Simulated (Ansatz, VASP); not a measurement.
# One calculation of MgS, two programs

Contents of INCAR:

```
ALGO     = Normal         # electronic algorithm
EDIFF    = 1E-7           # SCF threshold, eV
ENCUT    = 520            # plane-wave cutoff, eV
GGA      = PE             # functional
ISIF     = 2              # what is computed and relaxed
ISMEAR   = -1             # smearing method
LASPH    = T              # aspherical terms in the spheres
LCHARG   = F              # write CHGCAR
LREAL    = F              # projectors in reciprocal space
LWAVE    = F              # write WAVECAR
NBANDS   = 16             # bands
NELM     = 100            # most SCF steps
PREC     = Accurate       # precision mode
SIGMA    = 0.02           # smearing width, eV
```

KPOINTS

```
k-points
0
Gamma
  12 12 4
```

File POSCAR:

```
MgS
1.0
    4.0286256320      0.0000000000      0.0000000000
   -2.0143128160      3.4888921397      0.0000000000
    0.0000000000      0.0000000000      6.2788332940
Mg S
2 2
Direct
    0.3333333333      0.6666666667     -0.0062844843
    0.6666666667      0.3333333333      0.4937155157
    0.3333333333      0.6666666667      0.3812844843
    0.6666666667      0.3333333333      0.8812844843
```

Input for Ansatz:

```yaml
crystal:
  lattice:
    - [4.028625632, 0.0, 0.0]
    - [-2.014312816, 3.4888921397, 0.0]
    - [0.0, 0.0, 6.278833294]
  atoms:
    - { symbol: Mg, position: [0.3333333333, 0.6666666667, -0.0062844843] }
    - { symbol: Mg, position: [0.6666666667, 0.3333333333, 0.4937155157] }
    - { symbol: S, position: [0.3333333333, 0.6666666667, 0.3812844843] }
    - { symbol: S, position: [0.6666666667, 0.3333333333, 0.8812844843] }
kpoints:
  mp_grid: { grid: [12, 12, 4] }
  band_path:
    path:
      - [0.0, 0.0, 0.0]
      - [0.5, 0.0, 0.0]
      - [0.3333333333, 0.3333333333, 0.0]
      - [0.0, 0.0, 0.5]
      - [0.5, 0.0, 0.5]
      - [0.3333333333, 0.3333333333, 0.5]
    npoints: 1
hamiltonian:
  xc: pbe
scf:
  occupations: { method: fermi_dirac, width: 0.02 }
  n_extra_bands: 5
output:
  forces: true
  stress: true
  eigenvalues: true
```

Change from the starting cell: uniaxial_z strain -2.7%.

Alike in both runs: task single point; functional PBE; k mesh 12 × 12 × 4; occupations fermi-dirac, width 0.02 eV; no spin polarisation.

|  | VASP | Ansatz |
| --- | --- | --- |
| version | VASP 6.6.1 | Ansatz 0.2.0 |
| potentials or method | VASP PAW PBE potentials, release 64 (Mg, S) | plane waves, PAW |
| plane-wave cutoff (eV) | 520 | 420 |
| valence electrons in the cell | 16 | 32 |

```csv
,VASP,Ansatz,Ansatz less VASP
gap on the k mesh at the Fermi level (eV),3.49,3.50,+0.008
pressure (GPa),2.5,2.7,+0.15
"traceless stress, the component that is largest in VASP (GPa)",0.60,0.58,-0.014
rms of the force components (eV/Å),0.005,0.006,+0.0008
```

Atom by atom the forces differ by 0.001 eV/Å (rms over components). With one functional, cell and mesh, what is left measures potentials, basis and numerics. VASP's potentials hold 16 valence electrons a cell and Ansatz's 32, so a difference there can come from the potentials and not from the codes.
